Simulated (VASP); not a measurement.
The system is BaHfO3.

```
CELL_PARAMETERS angstrom
4.16957 0.00000 0.00000
0.00000 4.16957 0.00000
0.00000 0.00000 4.17038
ATOMIC_POSITIONS crystal
Ba 0.50000 0.50000 0.99642
Hf 0.00000 0.00000 0.49788
O 0.00000 0.50000 0.49889
O 0.50000 0.00000 0.49889
O 0.00000 0.00000 0.99794
```

* Program: VASP 6.6.1
* Task: relaxation of cell and atoms
* Functional: PBE
* Potentials or basis: VASP PAW PBE potentials, release 64 (Ba_sv, Hf_pv, O)
* Cutoff: 600 eV
* k mesh: 4 × 4 × 4
* Occupations: gaussian, width 0.1 eV
* Spin: no spin polarisation

At the start: pressure 3.6 GPa; volume 14.50 Å³/atom.

Q: Where does the relaxation end?

A: Over 3 steps the energy falls by 3.5 meV/atom and the volume is 14.82 Å³/atom (+2.2 %); space group Pm-3m (No. 221, to 0.05 Å).

Step by step:
```csv
step,energy change (eV),largest force (eV/Å),pressure (GPa),volume (Å³)
1,0.0000,0.0244,3.62,72.50
2,0.0054,0.0117,-3.78,75.99
3,-0.0176,0.0180,-0.07,74.10
```

Final structure:
```
CELL_PARAMETERS angstrom
4.20010 0.00000 0.00000
0.00000 4.20010 0.00000
0.00000 0.00000 4.20051
ATOMIC_POSITIONS crystal
Ba 0.50000 0.50000 0.99656
Hf 0.00000 0.00000 0.49778
O 0.00000 0.50000 0.49882
O 0.50000 0.00000 0.49882
O 0.00000 0.00000 0.99805
```
